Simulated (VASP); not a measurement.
A run of VASP 6.6.1:

The input INCAR:

```
SYSTEM = SnSe
  PREC = Accurate
  ENCUT = 520
  EDIFF = 1E-6
  ISMEAR = -1
  SIGMA = 0.08
  LREAL = .FALSE.
  LASPH = .TRUE.
  NELM = 60
  ALGO = Normal
  ISIF = 2
  LWAVE = .FALSE.
  LCHARG = .FALSE.
  GGA = CA
  NBANDS = 17
```

The input KPOINTS:

```
regular mesh
0
G
  11 11 11
  0 0 0
```

POSCAR

```
SnSe
1.0
    0.0000000000      2.9482819549      2.9482819549
    2.9482819549      0.0000000000      2.9482819549
    2.9482819549      2.9482819549      0.0000000000
Sn Se
1 1
Direct
    0.0000000000      0.0000000000      0.0000000000
    0.2500000000      0.2500000000      0.2500000000
```

Potentials or basis: VASP PAW LDA potentials, release 64 (Sn_d, Se).

Launch:

```sh
$ cat potpaw_LDA.64/Sn_d/POTCAR potpaw_LDA.64/Se/POTCAR > POTCAR
$ mpirun -np 1 vasp_std > vasp.out
```

Hardware: 1 thread of Intel Xeon 6975P-C, on a shared host.

Problem. Estimate the wall time of this run.

Solution. Run time: 27 s on 1 thread of Intel Xeon 6975P-C (shared host), peak memory 0.18 GiB. Counts: scf iterations 11, k points 56.
